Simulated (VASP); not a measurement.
A run of VASP 6.6.1 is set up as follows.

Contents of INCAR:

```
SYSTEM = BP
PREC = Accurate ; ENCUT = 500
EDIFF = 1E-6 ; ISMEAR = 0
SIGMA = 0.01 ; LREAL = .FALSE.
LASPH = .TRUE. ; NELM = 120
ALGO = Normal ; ISIF = 2
LWAVE = .FALSE. ; LCHARG = .TRUE.
GGA = PE ; LELF = .TRUE.
LVHAR = .TRUE. ; NBANDS = 11
GGA_COMPAT = .FALSE.
```

File KPOINTS:

```
regular mesh
0
G
  3 3 3
  0 0 0
```

The input POSCAR:

```
BP
1.0
    0.0000000000      2.2383340787      2.2383340787
    2.2383340787      0.0000000000      2.2383340787
    2.2383340787      2.2383340787      0.0000000000
B P
1 1
Direct
    0.0000000000      0.0000000000      0.0000000000
    0.2500000000      0.2500000000      0.2500000000
```

Potentials or basis: VASP PAW PBE potentials, release 64 (B, P).

Run with:

```console
$ cat potpaw_PBE.64/B/POTCAR potpaw_PBE.64/P/POTCAR > POTCAR
$ mpirun -np 1 vasp_std > vasp.out
```

Q: Estimate the pressure.

A: 12.1 GPa.

Q: Estimate the band gap on the k mesh.

A: 1.29 eV, indirect (least direct gap 3.41 eV).

Caveat: the k points lie up to 0.81 Å⁻¹ apart. A k mesh can miss the band edges.
